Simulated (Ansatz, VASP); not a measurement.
**Al3GaN4 in VASP and in Ansatz**

INCAR

```
  PREC = Accurate
  ENCUT = 520
  EDIFF = 1E-6
  ISMEAR = 0
  SIGMA = 0.05
  LREAL = False
  LASPH = True
  NELM = 100
  ALGO = Normal
  ISIF = 2
  LWAVE = False
  LCHARG = False
  GGA = PS
  NBANDS = 31
```

KPOINTS

```
regular mesh
0
Gamma
  6 8 4
```

POSCAR

```
Al3GaN4
1.0
    5.0109890925      0.0731550125     -0.0754933807
    0.0454034406      3.1530006671     -0.0650435038
   -0.0844306427     -0.1126337998      5.0334476435
Al Ga N
3 1 4
Direct
    0.5430403917      0.4493864715      0.1365980024
    0.0115997297      0.4799194392      0.8102019733
   -0.1126549470      0.0192692377      0.3022330434
    0.4804917208     -0.0059504840      0.6364617577
    0.1660883118     -0.0518225694      0.6741064240
    0.1875504406      0.6698241384      0.1573454849
    0.5726720690      0.4248803539      0.9006119140
    0.6348112834      0.0144934127      0.3824424001
```

Input for Ansatz:

```yaml
crystal:
  lattice:
    - [5.0109890925, 0.0731550125, -0.0754933807]
    - [0.0454034406, 3.1530006671, -0.0650435038]
    - [-0.0844306427, -0.1126337998, 5.0334476435]
  atoms:
    - { symbol: Al, position: [0.5430403917, 0.4493864715, 0.1365980024] }
    - { symbol: Al, position: [0.0115997297, 0.4799194392, 0.8102019733] }
    - { symbol: Al, position: [-0.112654947, 0.0192692377, 0.3022330434] }
    - { symbol: Ga, position: [0.4804917208, -0.005950484, 0.6364617577] }
    - { symbol: "N", position: [0.1660883118, -0.0518225694, 0.674106424] }
    - { symbol: "N", position: [0.1875504406, 0.6698241384, 0.1573454849] }
    - { symbol: "N", position: [0.572672069, 0.4248803539, 0.900611914] }
    - { symbol: "N", position: [0.6348112834, 0.0144934127, 0.3824424001] }
basis:
  ecutwfc: 420
kpoints:
  mp_grid: { grid: [6, 8, 4] }
hamiltonian:
  xc: pbesol
scf:
  occupations: { method: gaussian, width: 0.05 }
output:
  forces: true
  stress: true
  eigenvalues: true
```

Change from the starting cell: all atoms moved at random (sigma 0.22 Å a component), cell strained at random (sigma 0.05).

Alike in both runs: task single point; functional PBEsol; k mesh 6 × 8 × 4; occupations gaussian, width 0.05 eV; no spin polarisation.

|  | VASP | Ansatz |
| --- | --- | --- |
| version | VASP 6.6.1 | Ansatz 0.2.0 |
| potentials or method | VASP PAW PBE potentials, release 64 (Al, Ga_d, N), cutoff 520 eV | scalar-relativistic, plane waves, PAW |
| valence electrons in the cell | 42 | 42 |

|  | VASP | Ansatz | Ansatz less VASP |
| --- | --- | --- | --- |
| gap on the k mesh at the Fermi level (eV) | 0.25 | 0.25 | -0.001 |
| least direct gap on the mesh (eV) | 0.32 | 0.32 | -0.005 |
| pressure (GPa) | 102.5 | 106.8 | +4.29 |
| traceless stress, the component that is largest in VASP (GPa) | -98.41 | -102.74 | -4.335 |
| rms of the force components (eV/Å) | 19.552 | 20.722 | +1.1699 |

VASP's potentials were made for PBE, not for PBEsol. Atom by atom the forces differ by 1.274 eV/Å (rms over components). Both programs put the cell under a high pressure, so it lies far from rest at this level. The functional is the same, so the differences come from potentials, cutoffs and numerics.

Noted on VASP's run: the cell as given lies far from equilibrium.
